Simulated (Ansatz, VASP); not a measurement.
# BN in VASP and in Ansatz

Contents of INCAR:

```
SYSTEM = BN
  PREC = Accurate
  ENCUT = 520
  EDIFF = 1E-7
  ISMEAR = 0
  SIGMA = 0.05
  LREAL = .False.
  LASPH = .True.
  NELM = 100
  ALGO = Normal
  ISIF = 2
  LWAVE = .False.
  LCHARG = .False.
  GGA = PE
  NBANDS = 16
```

Contents of KPOINTS:

```
regular mesh
0
Gamma
  12 12 6
  0 0 0
```

Contents of POSCAR:

```
BN
1.0
    2.5539396017      0.0000000000      0.0000000000
   -1.2769698009      2.2117765748      0.0000000000
    0.0000000000      0.0000000000      4.2268550000
B N
2 2
Direct
    0.6488376702      0.3202816021      0.9928944510
    0.3155043369      0.6536149354      0.4928944510
    0.6666666667      0.3333333333      0.6252760000
    0.3333333333      0.6666666667      0.1252760000
```

Input for Ansatz:

```yaml
crystal:
  lattice:
    - [2.5539396017, 0.0, 0.0]
    - [-1.2769698009, 2.2117765748, 0.0]
    - [0.0, 0.0, 4.226855]
  atoms:
    - { symbol: B, position: [0.6488376702, 0.3202816021, 0.992894451] }
    - { symbol: B, position: [0.3155043369, 0.6536149354, 0.492894451] }
    - { symbol: "N", position: [0.6666666667, 0.3333333333, 0.625276] }
    - { symbol: "N", position: [0.3333333333, 0.6666666667, 0.125276] }
basis:
  ecutwfc: 420
kpoints:
  mp_grid: { grid: [12, 12, 6] }
hamiltonian:
  xc: pbe
scf:
  occupations: { method: gaussian, width: 0.05 }
output:
  forces: true
  stress: true
  eigenvalues: true
```

Change from the starting cell: all B atoms moved -0.050 Å, as atom 1 along Cartesian [1 1 1].

Alike in both runs: task single point; functional PBE; k mesh 12 × 12 × 6; occupations gaussian, width 0.05 eV; no spin polarisation.

|  | VASP | Ansatz |
| --- | --- | --- |
| version | VASP 6.6.1 | Ansatz 0.2.0 |
| potentials or method | VASP PAW PBE potentials, release 64 (B, N), cutoff 520 eV | scalar-relativistic, plane waves, PAW |
| valence electrons in the cell | 16 | 16 |

VASP gave:

| Item | Value |
| --- | --- |
| gap on the k mesh at the Fermi level (eV) | 4.64 |
| least direct gap on the mesh (eV) | 7.91 |
| pressure (GPa) | 0.6 |
| traceless stress, the component that is largest in VASP (GPa) | -0.86 |
| rms of the force components (eV/Å) | 0.663 |

Task: Estimate Ansatz's values.

Result: gap on the k mesh at the Fermi level (eV): 4.66; least direct gap on the mesh (eV): 7.91; pressure (GPa): 0.4; traceless stress, the component that is largest in VASP (GPa): -0.82; rms of the force components (eV/Å): 0.661.

Atom by atom the forces differ by 0.003 eV/Å (rms over components).
